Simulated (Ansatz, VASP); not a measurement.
Lu: VASP beside Ansatz

INCAR

```
PREC     = Accurate       # precision mode
ENCUT    = 520            # plane-wave cutoff, eV
EDIFF    = 1E-6           # SCF threshold, eV
ISMEAR   = -1             # smearing method
SIGMA    = 0.05           # smearing width, eV
LREAL    = False          # projectors in reciprocal space
LASPH    = True           # aspherical terms in the spheres
NELM     = 60             # most SCF steps
ALGO     = Normal         # electronic algorithm
ISIF     = 2              # what is computed and relaxed
LWAVE    = False          # write WAVECAR
LCHARG   = True           # write CHGCAR
GGA      = PS             # functional
LELF     = True           # ELF
LVHAR    = True         
NBANDS   = 32             # bands
```

File KPOINTS:

```
regular mesh
0
Gamma
  9 9 5
```

File POSCAR:

```
Lu
1.0
    3.5031000000      0.0000000000      0.0000000000
   -1.7515500000      3.0337735920      0.0000000000
    0.0000000000      0.0000000000      5.5509000000
Lu
2
Direct
    0.6666666667      0.3333333333      0.7500000000
    0.3333333333      0.6666666667      0.2500000000
```

input.yaml

```yaml
crystal:
  lattice:
    - [3.5031, 0.0, 0.0]
    - [-1.75155, 3.033773592, 0.0]
    - [0.0, 0.0, 5.5509]
  atoms:
    - { symbol: Lu, position: [0.6666666667, 0.3333333333, 0.75] }
    - { symbol: Lu, position: [0.3333333333, 0.6666666667, 0.25] }
hamiltonian:
  xc: pbesol
  pseudopotentials: { kind: paw }
kpoints:
  mp_grid: { grid: [9, 9, 5] }
  band_path:
    path:
      - [[0.0, 0.0, 0.0], [0.5, 0.0, 0.0], [0.3333333333, 0.3333333333, 0.0], [0.0, 0.0, 0.0], [0.0, 0.0, 0.5], [0.5, 0.0, 0.5], [0.3333333333, 0.3333333333, 0.5], [0.0, 0.0, 0.5]]
      - [[0.5, 0.0, 0.5], [0.5, 0.0, 0.0]]
      - [[0.3333333333, 0.3333333333, 0.0], [0.3333333333, 0.3333333333, 0.5]]
    npoints: 14
scf:
  occupations: { method: fermi_dirac, width: 0.05 }
  n_extra_bands: 6
output:
  forces: true
  stress: true
  eigenvalues: true
  fatbands: true
```

Alike in both runs: functional PBEsol; k mesh 9 × 9 × 5; occupations fermi-dirac, width 0.05 eV; no spin polarisation.

```csv
,VASP,Ansatz
version,VASP 6.6.1,Ansatz 0.2.0
potentials or method,"VASP PAW PBE potentials, release 64 (Lu)",Ansatz PAW
plane-wave cutoff (eV),520,420
valence electrons in the cell,50,50
task,single point,band structure
```

|  | VASP | Ansatz | Ansatz less VASP |
| --- | --- | --- | --- |
| gap on the k mesh at the Fermi level (eV) | none | none | - |
| pressure (GPa) | -2.9 | -3.0 | -0.13 |
| traceless stress, the component that is largest in VASP (GPa) | -0.70 | -0.71 | -0.006 |

VASP's potentials were made for PBE, not for PBEsol. A gap of «none» marks a metal or a gap that the smearing closes. The functional is the same, so the differences come from potentials, cutoffs and numerics.

Spin-orbit coupling is off throughout.
